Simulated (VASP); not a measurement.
# Pd (Fm-3m) in VASP: a series of runs

Runs on Pd. Level: PBEsol. Tasks: single point, relaxation of cell and atoms.

All numbers are computed with VASP 6.6.1; they aren't measurements. Logs are shortened: lines on timing, memory, paths and dates and some standing lists are left out, and cuts for length are marked.

## 1. The cell of the first run

Symmetry: Fm-3m, No. 225, cubic system. Conventional cell: a = 3.874 Å, b = 3.874 Å, c = 3.874 Å, α = 90.00°, β = 90.00°, γ = 90.00°. Pd (site symmetry m-3m) has 12 Pd at 2.74 Å within 3.6 Å.

## 2. Single point, PBEsol

File INCAR:

```
PREC = Accurate
ENCUT = 520
EDIFF = 1E-7
ISMEAR = 1
SIGMA = 0.1
LREAL = False
LASPH = True
NELM = 80
ALGO = Fast
ISIF = 2
LWAVE = False
LCHARG = True
GGA = PS
LELF = True
LVHAR = True
NBANDS = 11
```

File KPOINTS:

```
regular mesh
0
Gamma
  20 20 20
```

File POSCAR:

```
Pd
1.0
    0.0000000000      1.9369650203      1.9369650203
    1.9369650203      0.0000000000      1.9369650203
    1.9369650203      1.9369650203      0.0000000000
Pd
1
Direct
    0.0000000000      0.0000000000      0.0000000000
```

Potentials or basis: VASP PAW PBE potentials, release 64 (Pd).

Started as:

```
$ cat potpaw_PBE.64/Pd/POTCAR > POTCAR
$ mpirun -np 1 vasp_std > vasp.out
```

OUTCAR:

```text
PREC = Accurate
   ENCUT = 520
   EDIFF = 1E-7
   ISMEAR = 1
   LREAL = False
   LASPH = True
   NELM = 80
   ISIF = 2
   GGA = PS

 ion  position               nearest neighbor table
   1  0.000  0.000  0.000-

  LATTYP: Found a face centered cubic cell.
 ALAT       =     3.8739300406

  Lattice vectors:

 A1 = (   0.0000000000,   1.9369650203,   1.9369650203)
 A2 = (   1.9369650203,   0.0000000000,   1.9369650203)
 A3 = (   1.9369650203,   1.9369650203,   0.0000000000)

Analysis of symmetry for initial positions (statically):
=====================================================================
 Subroutine PRICEL returns:
 Original cell was already a primitive cell.

 Routine SETGRP: Setting up the symmetry group for a
 face centered cubic supercell.

 Subroutine GETGRP returns: Found 48 space group operations
 (whereof 48 operations were pure point group operations)
 out of a pool of 48 trial point group operations.

The static configuration has the point symmetry O_h .

Analysis of symmetry for dynamics (positions and initial velocities):
=====================================================================
 Subroutine PRICEL returns:
 Original cell was already a primitive cell.

 Routine SETGRP: Setting up the symmetry group for a
 face centered cubic supercell.

 Subroutine GETGRP returns: Found 48 space group operations
 (whereof 48 operations were pure point group operations)
 out of a pool of 48 trial point group operations.

The dynamic configuration has the point symmetry O_h .

 Subroutine INISYM returns: Found 48 space group operations
 (whereof 48 operations are pure point group operations),
 and found     1 'primitive' translations

----------------------------------------------------------------------------------------

                                     Primitive cell

  volume of cell :      14.5343

  direct lattice vectors                    reciprocal lattice vectors
     0.000000000  1.936965020  1.936965020    -0.258135792  0.258135792  0.258135792
     1.936965020  0.000000000  1.936965020     0.258135792 -0.258135792  0.258135792
     1.936965020  1.936965020  0.000000000     0.258135792  0.258135792 -0.258135792

  length of vectors
     2.739282202  2.739282202  2.739282202     0.447104307  0.447104307  0.447104307

  position of ions in fractional coordinates (direct lattice)
     0.000000000  0.000000000  0.000000000

  ion indices of the primitive-cell ions
   primitive index   ion index
                 1           1

----------------------------------------------------------------------------------------

 KPOINTS: regular mesh

Automatic generation of k-mesh.
 Grid dimensions read from file:
 generate k-points for:   20   20   20

 Generating k-lattice:

  Cartesian coordinates                     Fractional coordinates (reciprocal lattice)
    -0.012906790  0.012906790  0.012906790     0.050000000  0.000000000  0.000000000
     0.012906790 -0.012906790  0.012906790     0.000000000  0.050000000  0.000000000
     0.012906790  0.012906790 -0.012906790     0.000000000  0.000000000  0.050000000

  Length of vectors
     0.022355215  0.022355215  0.022355215

  Shift w.r.t. Gamma in fractional coordinates (k-lattice)
     0.000000000  0.000000000  0.000000000

 Subroutine IBZKPT returns following result:
 ===========================================

 Found    256 irreducible k-points:

 Following reciprocal coordinates:
            Coordinates               Weight
  0.000000  0.000000  0.000000      1.000000
  0.050000  0.000000  0.000000      8.000000
  0.100000  0.000000  0.000000      8.000000
  0.150000  0.000000  0.000000      8.000000
  0.200000  0.000000  0.000000      8.000000
  0.250000  0.000000  0.000000      8.000000
[... 16 lines left out ...]
 -0.400000  0.050000  0.000000     24.000000
 -0.350000  0.050000  0.000000     24.000000
 [... further k-points ...]
   k-points           NKPTS =    256   k-points in BZ     NKDIM =    256   number of bands    NBANDS=     11
   number of dos      NEDOS =    301   number of ions     NIONS =      1
   total plane-waves  NPLWV =   8000
   dimension x,y,z NGX =    20 NGY =   20 NGZ =   20
   dimension x,y,z NGXF=    40 NGYF=   40 NGZF=   40
   ions per type =               1
   NGX,Y,Z   is equivalent  to a cutoff of  12.14, 12.14, 12.14 a.u.
   NGXF,Y,Z  is equivalent  to a cutoff of  24.28, 24.28, 24.28 a.u.
 SYSTEM =  unknown system
   PREC   = accura    normal or accurate (medium, high low for compatibility)
   ISTART =      0    job   : 0-new  1-cont  2-samecut
   ICHARG =      2    charge: 1-file 2-atom 10-const
   ISPIN  =      1    spin polarized calculation?
   LNONCOLLINEAR =      F non collinear calculations
   LSORBIT =      F    spin-orbit coupling
   LASPH  =      T    aspherical Exc in radial PAW
   ENCUT  =  520.0 eV  38.22 Ry    6.18 a.u.   5.09  5.09  5.09*2*pi/ulx,y,z
   NELM   =     80;   NELMIN=  2; NELMDL= -5     # of ELM steps
   EDIFF  = 0.1E-06   stopping-criterion for ELM
   LREAL  =      F    real-space projection
   EDIFFG = 0.1E-05   stopping-criterion for IOM
   NSW    =      0    number of steps for IOM
   IBRION =     -1    ionic relax: 0-MD 1-quasi-New 2-CG
   NFREE  =      0    steps in history (QN), initial steepest desc. (CG)
   ISIF   =      2    stress and relaxation
   ISYM   =      2    0-nonsym 1-usesym 2-fastsym
   POTIM  = 0.5000    time-step for ionic-motion
   TEBEG  =    0.0;   TEEND  =   0.0 temperature during run
   PSTRESS=    0.0 pullay stress
   NELECT =      10.0000    total number of electrons
   NUPDOWN=      -1.0000    fix difference up-down
   EMIN   =  10.00;   EMAX   =-10.00  energy-range for DOS
   EFERMI =   0.00;   METHOD = LEGACY
   ISMEAR =     1;   SIGMA  =   0.10  broadening in eV -4-tet -1-fermi 0-gaus
   EFERMI_NEDOS =   21; number of points for ismear=-14 and -15
   IALGO  =     68    algorithm
   IMIX   =      4    mixing-type and parameters
     AMIX     =   0.40;   BMIX     =  1.00
     AMIX_MAG =   1.60;   BMIX_MAG =  1.00
  volume/ion in A,a.u.               =      14.53        98.08
  Fermi-wavevector in a.u.,A,eV,Ry     =   1.445250  2.731127 28.419146  2.088748
  Thomas-Fermi vector in A             =   2.563453
   LORBIT       =      0    0 simple, 1 ext, 2 COOP (PROOUT), +10 PAW based schemes
   GGA     = PS    functional components
   LHFCALC =     F    Hartree Fock is set to
   AEXX    =    0.0000 exact exchange contribution
   IVDW    =     0    specifies the selected vdW correction
   LEPSILON=     F    determine dielectric tensor
   LRPA    =     F    only Hartree local field effects (RPA)
 non-spin polarized calculation
 RMM-DIIS sequential band-by-band and
 Methfessel and Paxton  Order N= 1 SIGMA  =   0.10
  energy-cutoff  :      520.00
  volume of cell :       14.53
 maximum number of plane-waves:       400
   NGX = 11   NGY = 11   NGZ = 11

 number of electron      10.0000002 magnetization

 Free energy of the ion-electron system (eV)
  ---------------------------------------------------
  ext. energy  EPLUGINS =         0.00000000
  ---------------------------------------------------
  free energy    TOTEN  =        -5.95909597 eV

  energy without entropy =       -5.95914226  energy(sigma->0) =       -5.95911140

 E-fermi :   9.8448     XC(G=0): -13.4736

 val. band max:        9.8443233840   @ k =   0.5000   0.0000   0.0000
 cond. band min:       9.8472057934   @ k =  -0.1500   0.2000   0.0500
 fundamental gap:      0.0028824094
 Fermi energy:         9.8448013148

 k-point     1 :       0.0000    0.0000    0.0000
  band No.  band energies     occupation
      1       2.5161      2.00000
      2       6.9393      2.00000
      3       6.9393      2.00000
      4       6.9393      2.00000
      5       8.6133      2.00000
      6       8.6133      2.00000
      7      27.0038      0.00000
      8      31.8607      0.00000
      9      31.8607      0.00000
     10      31.8607      0.00000
     11      37.1364      0.00000

 k-point     2 :       0.0500    0.0000    0.0000
  band No.  band energies     occupation
      1       2.6085      2.00000
      2       6.9052      2.00000
      3       6.9721      2.00000
      4       6.9721      2.00000
      5       8.5970      2.00000
      6       8.5970      2.00000
      7      27.1070      0.00000
      8      31.2279      0.00000
      9      31.9698      0.00000
     10      31.9698      0.00000
     11      37.4747      0.00000

 k-point     3 :       0.1000    0.0000    0.0000
  band No.  band energies     occupation
      1       2.8779      2.00000
      2       6.8163      2.00000
      3       7.0606      2.00000
      4       7.0606      2.00000
      5       8.5596      2.00000
      6       8.5596      2.00000
      7      27.3614      0.00000
      8      29.8809      0.00000
      9      32.2836      0.00000
     10      32.2836      0.00000
     11      37.6053      0.00000

 k-point     4 :       0.1500    0.0000    0.0000
  band No.  band energies     occupation
      1       3.2950      2.00000
      2       6.7163      2.00000
      3       7.1713      2.00000
      4       7.1713      2.00000
      5       8.5379      2.00000
      6       8.5379      2.00000
      7      27.4241      0.00000
      8      28.5507      0.00000
      9      32.7571      0.00000
     10      32.7571      0.00000
     11      36.6415      0.00000
[... 239 lines left out ...]
 k-point    22 :      -0.4500    0.0500    0.0000
  band No.  band energies     occupation
      1       4.4782      2.00000
      2       6.8609      2.00000
      3       6.9547      2.00000
      4       9.3235      2.00000
      5       9.7607      1.99961
      6      11.1714     -0.00000
      7      17.4988      0.00000
      8      26.4694      0.00000
      9      30.5112      0.00000
     10      31.1081      0.00000
     11      37.4802      0.00000

 k-point    23 :      -0.4000    0.0500    0.0000
  band No.  band energies     occupation
      1       4.5181      2.00000
      2       6.9190      2.00000
      3       6.9974      2.00000
      4       9.0139      2.00000
      5       9.5530      2.00029
      6      10.5511     -0.00000
      7      18.6300      0.00000
      8      26.6750      0.00000
      9      30.6531      0.00000
     10      31.7807      0.00000
     11      37.1229      0.00000

 k-point    24 :      -0.3500    0.0500    0.0000
  band No.  band energies     occupation
      1       4.5670      2.00000
      2       7.0094      2.00000
      3       7.0773      2.00000
      4       8.3509      2.00000
      5       9.2602      2.00000
      6       9.9511     -0.06098
      7      20.2387      0.00000
      8      27.0382      0.00000
      9      31.0664      0.00000
     10      32.7716      0.00000
     11      36.4275      0.00000

 [... further k-points ...]
[... 5 lines left out ...]
  --------------------------------------------------------------------------------------
  -------------------------------------------------------------------------------------
  Total       -0.0317543     -0.0317543     -0.0317543      0.0000000      0.0000000     -0.0000000
  in kB       -3.5003980     -3.5003980     -3.5003980      0.0000000      0.0000000     -0.0000000
  external PRESSURE =      -3.5003980 kB  Pullay stress =       0.0000000 kB

 VOLUME and BASIS-vectors are now :
 -----------------------------------------------------------------------------
  energy-cutoff  :      520.00
  volume of cell :       14.53
      direct lattice vectors                 reciprocal lattice vectors
     0.000000000  1.936965020  1.936965020    -0.258135792  0.258135792  0.258135792
     1.936965020  0.000000000  1.936965020     0.258135792 -0.258135792  0.258135792
     1.936965020  1.936965020  0.000000000     0.258135792  0.258135792 -0.258135792

 POSITION                                       TOTAL-FORCE (eV/Angst)
 -----------------------------------------------------------------------------------
      0.00000      0.00000      0.00000         0.000000      0.000000      0.000000
 -----------------------------------------------------------------------------------
    total drift:                                0.000000     -0.000000     -0.000000

  FREE ENERGIE OF THE ION-ELECTRON SYSTEM (eV)
  ---------------------------------------------------
  free  energy   TOTEN  =        -5.9590959741 eV

  energy  without entropy=       -5.9591422639  energy(sigma->0) =       -5.95911140
```

Run time: 45 s. Hardware: 1 thread of Intel Xeon 8259CL, shared host; peak memory 0.16 GiB.

Results:

```
Free energy            : -5.9591 eV
Pressure               : -0.4 GPa
Band gap on the k mesh : zero (bands 5 and 6 overlap by 1.63 eV)
```

Caveat: the PAW data sets were made with another functional, which shifts forces and pressure a little.

## 3. Relaxation of cell and atoms, PBEsol

This run uses another cell than the first one, of 14.83 Å³/atom.

File INCAR:

```
SYSTEM = Pd
ALGO = Fast ; EDIFF = 1E-6
EDIFFG = -0.005 ; ENCUT = 600
GGA = PS ; IBRION = 2
ISIF = 3 ; ISMEAR = 1
LASPH = .TRUE. ; LCHARG = .FALSE.
LREAL = .FALSE. ; LWAVE = .FALSE.
NELM = 60 ; NSW = 80
PREC = Accurate ; SIGMA = 0.1
```

File KPOINTS:

```
k-points
0
G
  20 20 20
  0 0 0
```

File POSCAR:

```
Pd
1.0
    0.0000000000      1.9500000000      1.9500000000
    1.9500000000      0.0000000000      1.9500000000
    1.9500000000      1.9500000000      0.0000000000
Pd
1
Direct
    0.0000000000      0.0000000000      0.0000000000
```

Potentials or basis: VASP PAW PBE potentials, release 64 (Pd).

Started as:

```
$ cat potpaw_PBE.64/Pd/POTCAR > POTCAR
$ mpirun -np 1 vasp_std > vasp.out
```

Wall time 81 s (1 thread of Intel Xeon 8259CL, shared host); peak memory 0.19 GiB.

The run converged. Its results:

- Free energy: -5.9597 eV
- Relaxed volume: 14.51 Å³/atom
- Relaxed cell: a = 2.738 Å, b = 2.738 Å, c = 2.738 Å, α = 60.00°, β = 60.00°, γ = 60.00°
- Space group after relaxing (to 0.1 Å): Fm-3m (No. 225)
- Energy gained by relaxing: 4.4 meV/atom
- Ionic steps: 3
- Pressure after relaxing: 0.0 GPa
- Band gap on the k mesh: zero (bands 5 and 6 overlap by 1.63 eV)

The path:
```csv
step,energy change (eV),largest force (eV/Å),pressure (GPa),volume (Å³)
1,0.0000,0.0000,-4.28,14.83
2,0.0082,0.0000,8.20,14.00
3,-0.0044,0.0000,-0.04,14.51
```

Final structure:
```
Pd
1.0
     0.00000    1.93594    1.93594
     1.93594    0.00000    1.93594
     1.93594    1.93594    0.00000
Pd
1
Direct
  0.00000 0.00000 0.00000
```

Levels at points of the mesh, in eV from the Fermi level:
```
           k point  band 2  band 3  band 4  band 5  band 6  band 7  band 8  band 9
(0.00, 0.00, 0.00)   -2.91   -2.91   -2.91   -1.23   -1.23   17.16   22.03   22.03
(0.50, 0.00, 0.00)   -2.96   -2.96    0.00    0.00    0.91    7.42   16.52   21.20
(0.50, 0.50, 0.00)   -5.25   -0.02    0.32    0.32    3.28   10.91   13.23   13.23
```

Caveat: the PAW data sets were made with another functional, which shifts forces and pressure a little.
